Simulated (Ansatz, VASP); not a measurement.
Two plane-wave programs on ZrSi2

```
Zr Si
1.0
     7.15166    0.00000    0.00000
     0.00000    7.15166    0.00000
     0.00000    0.00000    2.82379
Zr Si
2 4
Direct
  0.00000 0.00000 0.00000
  0.50000 0.50000 0.50000
  0.26616 0.26616 0.00000
  0.23384 0.76616 0.50000
  0.73384 0.73384 0.00000
  0.76616 0.23384 0.50000
```

Alike in both runs: functional r2SCAN; k mesh 4 × 4 × 6; occupations gaussian, width 0.1 eV; no spin polarisation.

Ansatz relaxed the structure, and its values are those at the end. VASP's run is a single point on that final structure, the one shown.

```csv
,VASP,Ansatz
version,VASP 6.6.1,Ansatz 0.2.0
potentials or method,"VASP PAW PBE potentials, release 64 (Zr_sv, Si), cutoff 520 eV","scalar-relativistic, plane waves, PAW"
valence electrons in the cell,40,40
```

|  | VASP | Ansatz | Ansatz less VASP |
| --- | --- | --- | --- |
| gap on the k mesh at the Fermi level (eV) | none | none | - |
| pressure (GPa) | -0.2 | -0.2 | +0.01 |
| rms of the force components (eV/Å) | 0.006 | 0.006 | +0.0008 |

VASP's potentials were made for PBE, not for r2SCAN. A gap of «none» marks a metal or a gap that the smearing closes.

The k mesh is coarse, so the values compare programs but aren't converged.
